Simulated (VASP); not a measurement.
# FeO (R-3m) in VASP: further runs, part 2 of 2

VASP 6.6.1. The steps go on from the part before.

### 3 Single point, PBE, collinear spin, ferromagnetic start

This run uses another cell than the first one, of 9.46 Å³/atom.

INCAR

```
SYSTEM = FeO
PREC = Accurate
ENCUT = 600
EDIFF = 1E-6
ISMEAR = -1
SIGMA = 0.05
LREAL = .False.
LASPH = .True.
NELM = 200
ALGO = Normal
ISIF = 2
LWAVE = .False.
LCHARG = .False.
ISPIN = 2
MAGMOM = 3 0
LORBIT = 11
LMAXMIX = 4
GGA = PE
NBANDS = 22
GGA_COMPAT = .False.
```

KPOINTS

```
regular mesh
0
Gamma
  11 11 11
  0 0 0
```

POSCAR

```
FeO
1.0
    1.4878158575      0.8589908858      2.4681429078
   -1.4878158575      0.8589908858      2.4681429078
    0.0000000000     -1.7179817717      2.4681429078
Fe O
1 1
Direct
    0.0000000000      0.0000000000      0.0000000000
    0.5000000000      0.5000000000      0.5000000000
```

Potentials or basis: VASP PAW PBE potentials, release 64 (Fe_sv, O).

Launch:

```console
> cat potpaw_PBE.64/Fe_sv/POTCAR potpaw_PBE.64/O/POTCAR > POTCAR
> mpirun -np 1 vasp_std > vasp.out
```

Wall time 79 s (1 thread of AMD EPYC 9R45 (Zen 5), shared host); peak memory 0.2 GiB.

It converged, with:

* Free energy: -15.0037 eV
* Pressure: 9.1 GPa
* Band gap on the k mesh: zero (filled and empty bands overlap)
* Net moment: 4.00 μB per cell
* Site moments: Fe +3.47; O +0.31 μB
* Valence electrons inside the program's atomic spheres: Fe 13.64; O 5.03

Stress tensor (GPa, compression positive):
```
9.35 0.00 0.00
0.00 9.35 0.00
0.00 0.00 8.54
```

Levels at points of the mesh, in eV from the Fermi level:
Spin up:
| k point | band 10 | band 11 | band 12 | band 13 | band 14 | band 15 | band 16 | band 17 |
| --- | --- | --- | --- | --- | --- | --- | --- | --- |
| (0.00, 0.00, 0.00) | -3.91 | -3.91 | -3.68 | -3.68 | 0.35 | 15.43 | 17.16 | 17.58 |
Spin down:
```
           k point  band 5  band 6  band 7  band 8  band 9  band 10  band 11  band 12  band 13  band 14
(0.00, 0.00, 0.00)  -20.71   -3.57   -3.46   -3.46   -0.88    -0.78    -0.78     0.20     0.20     1.17
```

Caveat: the cell stands under pressure; a cell with one magnetic atom can't hold antiferromagnetic order, which such compounds often take; semilocal functionals often make such compounds metallic where correlation or magnetic order opens a gap, which also shifts bond lengths. With open d or f shells a metallic result of PBE can be an artefact of self-interaction; +U or a hybrid may open a gap.

### 4 Single point, LDA, collinear spin, ferromagnetic start

INCAR

```
SYSTEM = FeO
ALGO = Normal
EDIFF = 1E-6
ENCUT = 600
GGA = CA
GGA_COMPAT = .FALSE.
ISIF = 2
ISMEAR = -1
ISPIN = 2
LASPH = .TRUE.
LCHARG = .FALSE.
LMAXMIX = 4
LORBIT = 11
LREAL = .FALSE.
LWAVE = .FALSE.
MAGMOM = 3 0
NBANDS = 22
NELM = 200
PREC = Accurate
SIGMA = 0.05
```

KPOINTS

```
k-points
0
G
  9 9 9
  0 0 0
```

POSCAR

```
FeO
1.0
    1.5188209023      0.8768916568      2.5195772846
   -1.5188209023      0.8768916568      2.5195772846
    0.0000000000     -1.7537833136      2.5195772846
Fe O
1 1
Direct
    0.0000000000      0.0000000000      0.0000000000
    0.5000000000      0.5000000000      0.5000000000
```

Potentials or basis: VASP PAW LDA potentials, release 64 (Fe_sv, O).

Launch:

```console
> cat potpaw_LDA.64/Fe_sv/POTCAR potpaw_LDA.64/O/POTCAR > POTCAR
> mpirun -np 1 vasp_std > vasp.out
```

It took 3.3 min on 1 thread of Intel Xeon Platinum 8375C at 2.90GHz (Ice Lake), shared host; peak memory 0.2 GiB.

The run converged. Its results:

```yaml
Free_energy: -16.4725 eV
Pressure: -18.6 GPa
Band_gap_on_the_k_mesh: zero (filled and empty bands overlap)
Net_moment: 3.99 μB per cell
Site_moments: Fe +3.43; O +0.31 μB
Valence_electrons_inside_the_program's_atomic_spheres: Fe 13.62; O 4.95
```

Stress tensor (GPa, compression positive):
```
-18.16   0.00   0.00
  0.00 -18.16   0.00
  0.00   0.00 -19.39
```

Levels at points of the mesh, in eV from the Fermi level:
Spin up:
```
           k point  band 9  band 10  band 11  band 12  band 13  band 14  band 15  band 16  band 17  band 18
(0.00, 0.00, 0.00)   -3.64    -3.57    -3.57    -3.32    -3.32     0.17    15.20    16.65    17.06    17.06
```
Spin down:
```csv
k point,band 7,band 8,band 9,band 10,band 11,band 12
"(0.00, 0.00, 0.00)",-3.13,-3.13,-0.77,-0.68,-0.68,0.02
```

Caveat: the cell stands under tension; a cell with one magnetic atom can't hold antiferromagnetic order, which such compounds often take; semilocal functionals often make such compounds metallic where correlation or magnetic order opens a gap, which also shifts bond lengths. With open d or f shells a metallic result of LDA can be an artefact of self-interaction; +U or a hybrid may open a gap.

### 5 Single point, PBE, collinear spin, ferromagnetic start

INCAR

```
SYSTEM = FeO
PREC = Accurate ; ENCUT = 600
EDIFF = 1E-6 ; ISMEAR = -1
SIGMA = 0.05 ; LREAL = .False.
LASPH = .True. ; NELM = 200
ALGO = Normal ; ISIF = 2
LWAVE = .False. ; LCHARG = .False.
ISPIN = 2 ; MAGMOM = 3 0
LORBIT = 11 ; LMAXMIX = 4
GGA = PE ; NBANDS = 22
GGA_COMPAT = .False.
```

KPOINTS

```
Automatic mesh
0
Gamma
  11 11 11
  0 0 0
```

POSCAR is that of step 4.

Potentials or basis: VASP PAW PBE potentials, release 64 (Fe_sv, O).

Launch:

```console
> cat potpaw_PBE.64/Fe_sv/POTCAR potpaw_PBE.64/O/POTCAR > POTCAR
> mpirun -np 1 vasp_std > vasp.out
```

Wall time 92 s (1 thread of Intel Xeon 6975P-C (Granite Rapids), shared host); peak memory 0.26 GiB.

Results (log left out):

```
Free energy                                           : -15.0380 eV
Pressure                                              : -3.5 GPa
Band gap on the k mesh                                : zero (filled and empty bands overlap)
Net moment                                            : 4.00 μB per cell
Site moments                                          : Fe +3.48; O +0.29 μB
Valence electrons inside the program's atomic spheres : Fe 13.61; O 4.99
```

Stress tensor (GPa, compression positive):
```
-3.21  0.00  0.00
 0.00 -3.21  0.00
 0.00  0.00 -4.16
```

Levels at points of the mesh, in eV from the Fermi level:
Spin up:
| k point | band 10 | band 11 | band 12 | band 13 | band 14 | band 15 | band 16 | band 17 |
| --- | --- | --- | --- | --- | --- | --- | --- | --- |
| (0.00, 0.00, 0.00) | -3.82 | -3.82 | -3.67 | -3.67 | -0.02 | 15.22 | 16.64 | 17.04 |
Spin down:
| k point | band 5 | band 6 | band 7 | band 8 | band 9 | band 10 | band 11 | band 12 | band 13 | band 14 |
| --- | --- | --- | --- | --- | --- | --- | --- | --- | --- | --- |
| (0.00, 0.00, 0.00) | -20.22 | -3.38 | -3.28 | -3.28 | -0.79 | -0.70 | -0.70 | 0.22 | 0.22 | 0.78 |

Caveat: the cell stands under tension; a cell with one magnetic atom can't hold antiferromagnetic order, which such compounds often take; semilocal functionals often make such compounds metallic where correlation or magnetic order opens a gap, which also shifts bond lengths.

### 6 Single point, LDA, collinear spin, ferromagnetic start (9.66 Å³/atom)

This run uses another cell than the first one, of 9.66 Å³/atom.

INCAR

```
SYSTEM = FeO
PREC = Accurate
ENCUT = 520
EDIFF = 1E-6
ISMEAR = -1
SIGMA = 0.05
LREAL = .FALSE.
LASPH = .TRUE.
NELM = 150
ALGO = Normal
ISIF = 2
LWAVE = .FALSE.
LCHARG = .FALSE.
ISPIN = 2
MAGMOM = 3 0
LORBIT = 11
LMAXMIX = 4
GGA = CA
NBANDS = 18
```

KPOINTS

```
regular mesh
0
G
  11 11 11
  0 0 0
```

POSCAR

```
FeO
1.0
    1.4982937792      0.8650403168      2.4855247686
   -1.4982937792      0.8650403168      2.4855247686
    0.0000000000     -1.7300806335      2.4855247686
Fe O
1 1
Direct
    0.0000000000      0.0000000000      0.0000000000
    0.5000000000      0.5000000000      0.5000000000
```

Potentials or basis: VASP PAW LDA potentials, release 64 (Fe, O).

Launch:

```console
> cat potpaw_LDA.64/Fe/POTCAR potpaw_LDA.64/O/POTCAR > POTCAR
> mpirun -np 1 vasp_std > vasp.out
```

Run time: 73 s. Hardware: 1 thread of Intel Xeon Platinum 8259CL at 2.50GHz (Skylake/Cascade Lake), shared host; peak memory 0.19 GiB.

The run converged. Its results:

```
Free energy                                           : -16.4612 eV
Pressure                                              : -9.9 GPa
Net moment                                            : 3.94 μB per cell
Site moments                                          : Fe +3.53; O +0.31 μB
Valence electrons inside the program's atomic spheres : Fe 6.83; O 4.97
```

Stress tensor (GPa, compression positive):
```
 -9.59   0.00   0.00
  0.00  -9.59   0.00
  0.00   0.00 -10.52
```

Levels at points of the mesh, in eV from the Fermi level:
Spin up:
| k point | band 6 | band 7 | band 8 | band 9 | band 10 | band 11 | band 12 | band 13 |
| --- | --- | --- | --- | --- | --- | --- | --- | --- |
| (0.00, 0.00, 0.00) | -3.61 | -3.61 | -3.33 | -3.33 | 0.45 | 15.53 | 17.04 | 17.45 |
Spin down:
```csv
k point,band 1,band 2,band 3,band 4,band 5,band 6,band 7,band 8,band 9,band 10
"(0.00, 0.00, 0.00)",-20.11,-3.34,-3.23,-3.23,-0.87,-0.78,-0.78,-0.05,-0.05,1.22
```

Caveat: the cell stands under tension; a cell with one magnetic atom can't hold antiferromagnetic order, which such compounds often take; semilocal functionals often make such compounds metallic where correlation or magnetic order opens a gap, which also shifts bond lengths. With open d or f shells a metallic result of LDA can be an artefact of self-interaction; +U or a hybrid may open a gap.

### 7 The runs side by side

```tsv
level	potentials or basis	cell	k mesh	cutoff (eV)	gap on the mesh (eV)	pressure (GPa)	moment (μB)
LDA	VASP PAW LDA potentials, release 64 (Fe_sv, O)	a = 3.070 Å, angles 59.3°, 2 atoms	9 × 9 × 9	600	none	-18.6	3.99
PBE	VASP PAW PBE potentials, release 64 (Fe_sv, O)	a = 3.007 Å, angles 59.3°, 2 atoms	11 × 11 × 11	600	none	9.1	4.00
PBE	VASP PAW PBE potentials, release 64 (Fe_sv, O)	a = 3.070 Å, angles 59.3°, 2 atoms	11 × 11 × 11	600	none	-3.5	4.00
LDA	VASP PAW LDA potentials, release 64 (Fe, O)	a = 3.028 Å, angles 59.3°, 2 atoms	11 × 11 × 11	520	none	-9.9	3.94
```

Alike in all rows: task single point; spin collinear, ferromagnetic start; smearing fermi-dirac 0.05 eV.

Caveats: a cell with one magnetic atom can't hold antiferromagnetic order, which such compounds often take; semilocal functionals often make such compounds metallic where correlation or magnetic order opens a gap, which also shifts bond lengths; the cell stands under tension (at least some runs); the cell stands under pressure (at least some runs).

Total energies depend on the potentials used, so only differences within one code and one set of settings carry meaning.
